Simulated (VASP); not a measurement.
**SbMo: relaxation of cell and atoms with PBE**

Crystal: SbMo.

```
CELL_PARAMETERS angstrom
5.39666 0.00000 0.00000
0.00000 5.39666 0.00000
0.00000 0.00000 5.39666
ATOMIC_POSITIONS crystal
Sb 0.13400 0.13400 0.13400
Sb 0.36600 0.86600 0.63400
Sb 0.63400 0.36600 0.86600
Sb 0.86600 0.63400 0.36600
Mo 0.84450 0.84450 0.84450
Mo 0.65550 0.15550 0.34450
Mo 0.34450 0.65550 0.15550
Mo 0.15550 0.34450 0.65550
```

```
Program                : VASP 6.6.1
Task                   : relaxation of cell and atoms
Functional             : PBE
Potentials or basis    : VASP PAW PBE potentials, release 64 (Sb, Mo_sv)
Cutoff                 : 600 eV
k mesh                 : 4 × 4 × 4
Occupations            : gaussian, width 0.1 eV
Spin                   : no spin polarisation
Dipole correction      : no
Further INCAR settings : ALGO = Normal; EDIFF = 1e-07; IBRION = 2; EDIFFG = -0.04; NSW = 90; ISIF = 3
```

```json
{
 "Relaxed volume": "18.85 Å³/atom",
 "Relaxed cell": "a = 5.323 Å, b = 5.323 Å, c = 5.323 Å, α = 90.00°, β = 90.00°, γ = 90.00°",
 "Space group after relaxing (to 0.1 Å)": "P2_13 (No. 198)",
 "Energy gained by relaxing": "182.7 meV/atom",
 "Ionic steps": "15",
 "Pressure after relaxing": "0.0 GPa",
 "Band gap on the k mesh": "zero (bands 38 and 39 overlap by 0.37 eV)"
}
```

Step by step:
```
step  energy change (eV)  largest force (eV/Å)  pressure (GPa)  volume (Å³)
   1              0.0000                1.6351           -4.35       157.17
   2             -0.6479                1.5342            5.78       145.35
   3             -0.6713                1.4215            9.24       142.46
   4             -0.9821                0.9069            8.31       142.74
   5             -1.2434                0.3345            8.10       143.29
   6             -1.4095                0.4115            1.08       148.93
   7             -1.4141                0.4265           -0.23       150.14
   8             -1.4248                0.3788           -0.19       150.17
   9             -1.4484                0.2256           -0.04       150.27
  10             -1.4545                0.1877            0.46       150.46
  11             -1.4592                0.1131            0.22       150.38
  12             -1.4592                0.1174            0.23       150.39
  13             -1.4609                0.0763           -0.16       150.83
  14             -1.4611                0.0545           -0.37       151.06
  15             -1.4620                0.0017           -0.02       150.80
```

Final structure:
```xyz
8
Lattice="5.3227 0.0000 0.0000 0.0000 5.3227 0.0000 0.0000 0.0000 5.3227" Properties=species:S:1:pos:R:3 pbc="T T T"
Sb    0.8455    0.8455    0.8455
Sb    1.8159    4.4773    3.5068
Sb    3.5068    1.8159    4.4773
Sb    4.4773    3.5068    1.8159
Mo    4.6056    4.6056    4.6056
Mo    3.3785    0.7171    1.9443
Mo    1.9443    3.3785    0.7171
Mo    0.7171    1.9443    3.3785
```

Levels at points of the mesh, in eV from the Fermi level:
```tsv
k point	band 35	band 36	band 37	band 38	band 39	band 40	band 41	band 42
(0.00, 0.00, 0.00)	-1.76	0.12	0.12	0.12	0.61	0.61	1.36	1.36
(0.50, 0.00, 0.00)	-0.97	-0.97	0.13	0.13	0.47	0.47	0.93	0.93
(0.50, 0.50, 0.00)	-0.89	-0.89	-0.85	-0.85	0.07	0.07	1.12	1.12
(0.50, 0.50, 0.50)	-0.53	-0.53	-0.05	-0.05	-0.05	-0.05	0.98	0.98
```

Run time: 20 min on 1 thread of Intel(R) Xeon(R) Platinum 8259CL CPU @ 2.50GHz (Skylake/Cascade Lake), with other jobs on the host, peak memory 0.39 GiB.

Caveat: spin-orbit coupling is left out, which moves the levels of the heavy elements.
